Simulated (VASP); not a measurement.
Write the native input for VASP 6.6.1 that does the following.

- Task: single point
- Functional: PBE
- Potentials or basis: VASP PAW PBE potentials, release 64 (Mg_sv, W_sv)
- Cutoff: 750 eV
- k mesh: 14 × 14 × 22
- Occupations: gaussian, width 0.1 eV
- Spin: no spin polarisation
- Dipole correction: no
- Mended: yes
- Further INCAR settings: ALGO = Normal; EDIFF = 1e-06; NBANDS = 19

The structure of MgW lies in POSCAR:

```
MgW
1.0
    3.8663676062      0.0000000000      0.0000000000
    0.0000000000      3.8663676062      0.0000000000
    0.0000000000      0.0000000000      2.5900352985
Mg W
1 1
Direct
    0.5000000000      0.5000000000      0.0000000000
    0.0000000000      0.0000000000      0.0000000000
```

The cell was built from a structure type or drawn by symmetry, and may not be a known phase.

One way to write it, as run:

INCAR

```
PREC = Accurate
ENCUT = 750
EDIFF = 1E-6
ISMEAR = 0
SIGMA = 0.1
LREAL = F
LASPH = T
NELM = 120
ALGO = Normal
ISIF = 2
LWAVE = F
LCHARG = F
GGA = PE
NBANDS = 19
GGA_COMPAT = F
```

KPOINTS

```
regular mesh
0
Gamma
  14 14 22
```

Potentials or basis: VASP PAW PBE potentials, release 64 (Mg_sv, W_sv).

Launch:

```sh
$ cat potpaw_PBE.64/Mg_sv/POTCAR potpaw_PBE.64/W_sv/POTCAR > POTCAR
$ mpirun -np 1 vasp_std > vasp.out
```

Results of the run:

```
Pressure               : -0.3 GPa
Band gap on the k mesh : zero (bands 12 and 13 overlap by 2.41 eV)
```

Caveat: spin-orbit coupling is left out, which moves the levels of the heavy elements.

Wall time 2.3 min on 1 thread of Intel(R) Xeon(R) Platinum 8559C (Emerald Rapids), with other jobs on the host, peak memory 0.61 GiB.
